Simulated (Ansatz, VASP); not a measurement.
# BN in VASP and in Ansatz

```
CELL_PARAMETERS angstrom
2.39716 0.00000 0.00000
-1.19858 2.38194 0.00000
0.00000 0.00000 4.00821
ATOMIC_POSITIONS crystal
B 0.66942 0.33884 0.00047
B 0.33058 0.66116 0.50047
N 0.66269 0.32538 0.62453
N 0.33731 0.67462 0.12453
```

Change from the starting cell: strain +e along x and -e along y -0.0700, strain +e along z and -e/2 along x and y -0.0400.

Alike in both runs: functional LDA; k mesh 12 × 12 × 6; occupations gaussian, width 0.05 eV; no spin polarisation.

Ansatz relaxed the structure, and its values are those at the end. VASP's run is a single point on that final structure, the one shown.

```csv
,VASP,Ansatz
version,VASP 6.6.1,Ansatz 0.2.0
potentials or method,"VASP PAW LDA potentials, release 64 (B, N), cutoff 600 eV","scalar-relativistic, plane waves, PAW"
valence electrons in the cell,16,16
```

|  | VASP | Ansatz | Ansatz less VASP |
| --- | --- | --- | --- |
| gap on the k mesh at the Fermi level (eV) | 4.43 | 4.45 | +0.019 |
| least direct gap on the mesh (eV) | 4.61 | 4.62 | +0.015 |
| pressure (GPa) | 9.1 | 8.3 | -0.73 |
| rms of the force components (eV/Å) | 0.012 | 0.000 | -0.0115 |

LDA's correlation is that of Perdew and Zunger in VASP and of Perdew and Wang (1992) in Ansatz. Ansatz's warnings: stress scf threshold loose.
